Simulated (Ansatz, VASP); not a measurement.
**Al2O: VASP beside Ansatz**

```
Al O
1.0
     0.00000    2.91062    2.91062
     2.91062    0.00000    2.91062
     2.91062    2.91062    0.00000
Al O
2 1
Direct
  0.25000 0.25000 0.25000
  0.75000 0.75000 0.75000
  0.00000 0.00000 0.00000
```

Alike in both runs: task single point; functional PBEsol; k mesh 7 × 7 × 7; no spin polarisation.

|  | VASP | Ansatz |
| --- | --- | --- |
| version | VASP 6.6.1 | Ansatz 0.2.0 |
| potentials or method | VASP PAW PBE potentials, release 64 (Al, O), cutoff 520 eV | plane waves, PAW |
| occupations | methfessel-paxton of order 1, width 0.1 eV | cold |
| valence electrons in the cell | 12 | 12 |

|  | VASP | Ansatz | Ansatz less VASP |
| --- | --- | --- | --- |
| pressure (GPa) | -5.4 | -5.3 | +0.11 |

VASP's potentials were made for PBE, not for PBEsol.
